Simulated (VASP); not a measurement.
F, 4 atoms in the cell. The structure is monoclinic, space group C2/m (No. 12). The conventional cell has a = 6.101 Å, b = 3.496 Å, c = 7.365 Å, α = 90.00°, β = 112.50°, γ = 90.00°. F (site symmetry m) has 1 F at 1.38 Å within 1.8 Å. Within 1.8 Å of F (site symmetry m) lie 1 F at 1.37 Å. 

```yaml
Program: VASP 6.6.1
Task: single point
Functional: PBEsol
Potentials_or_basis: VASP PAW PBE potentials, release 64 (F)
Cutoff: 520 eV
k_mesh: 4 × 4 × 2
Occupations: gaussian, width 0.05 eV
Spin: no spin polarisation
Dipole_correction: no
Further_INCAR_settings: ALGO = Normal; EDIFF = 1e-06; NBANDS = 22
```

Potentials or basis: VASP PAW PBE potentials, release 64 (F).

Command:

```sh
$ cat potpaw_PBE.64/F/POTCAR > POTCAR
$ mpirun -np 1 vasp_std > vasp.out
```

Hardware: 1 thread of Intel(R) Xeon(R) Platinum 8488C (Sapphire Rapids), on a shared host.

Question: Estimate the wall time of this run.

Answer: It took 15 s on 1 thread of Intel(R) Xeon(R) Platinum 8488C (Sapphire Rapids), with other jobs on the host, peak memory 0.19 GiB. Counts: scf iterations 12, k points 14.
